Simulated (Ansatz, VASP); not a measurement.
# One calculation of Te, two programs

```xyz
3
Lattice="4.4580 0.0223 0.0223 -2.2097 3.8496 0.0082 0.0296 0.0296 5.9250" Properties=species:S:1:pos:R:3 pbc="T T T"
Te    3.3311    0.0265    1.9916
Te   -1.6265    2.8877    3.9561
Te    0.5733    0.9873    0.0078
```

Change from the starting cell: equal xy, yz and zx shear strains of +1 %.

Alike in both runs: task single point; functional PBE; k mesh 9 × 9 × 6; occupations fermi-dirac, width 0.08 eV; no spin polarisation.

|  | VASP | Ansatz |
| --- | --- | --- |
| version | VASP 6.6.1 | Ansatz 0.2.0 |
| potentials or method | VASP PAW PBE potentials, release 64 (Te), cutoff 520 eV | all-electron LAPW, scalar-relativistic |

Ansatz gave:

| Item | Value |
| --- | --- |
| pressure (GPa) | 3.2 |
| traceless stress, the component that is largest in VASP (GPa) | 0.73 |
| rms of the force components (eV/Å) | 0.358 |

Which values does VASP return?

Pressure (GPa): 3.2; traceless stress, the component that is largest in VASP (GPa): 0.78; rms of the force components (eV/Å): 0.371.

Atom by atom the forces differ by 0.014 eV/Å (rms over components). Ansatz ran all-electron here, and VASP with PAW potentials.

Spin-orbit coupling is off throughout.
